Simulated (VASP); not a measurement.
A run of VASP 6.6.1:

The input INCAR:

```
PREC     = Accurate       # precision mode
ENCUT    = 450            # plane-wave cutoff, eV
EDIFF    = 1E-7           # SCF threshold, eV
ISMEAR   = 0              # smearing method
SIGMA    = 0.1            # smearing width, eV
LREAL    = False          # projectors in reciprocal space
LASPH    = True           # aspherical terms in the spheres
NELM     = 120            # most SCF steps
ALGO     = Normal         # electronic algorithm
ISIF     = 2              # what is computed and relaxed
LWAVE    = False          # write WAVECAR
LCHARG   = False          # write CHGCAR
GGA      = CA             # functional
IBRION   = 2              # ionic algorithm
NSW      = 60             # ionic steps
EDIFFG   = -0.002         # ionic threshold
GGA_COMPAT= False        
NELMIN   = 4
```

KPOINTS

```
Automatic mesh
0
Gamma
  12 12 12
```

The input POSCAR:

```
Ge
1.0
    0.0000000000      2.8586444624      2.7760766611
    2.8586444624      0.0000000000      2.7760766611
    2.8586444624      2.8586444624      0.0000000000
Ge
2
Direct
    0.0000000000      0.0000000000      0.0000000000
    0.2500000000      0.2500000000      0.2500000000
```

Potentials or basis: VASP PAW LDA potentials, release 64 (Ge_d).

Command:

```sh
$ cat potpaw_LDA.64/Ge_d/POTCAR > POTCAR
$ mpirun -np 1 vasp_std > vasp.out
```

Hardware: 1 thread of AMD EPYC 7R13 Processor (Zen 3), with other jobs on the host.

Task: How long does it take, and how much memory?

Result: Wall time 62 s on 1 thread of AMD EPYC 7R13 Processor (Zen 3), with other jobs on the host, peak memory 0.17 GiB. Counts: scf iterations 12, k points 163, ion steps 1.
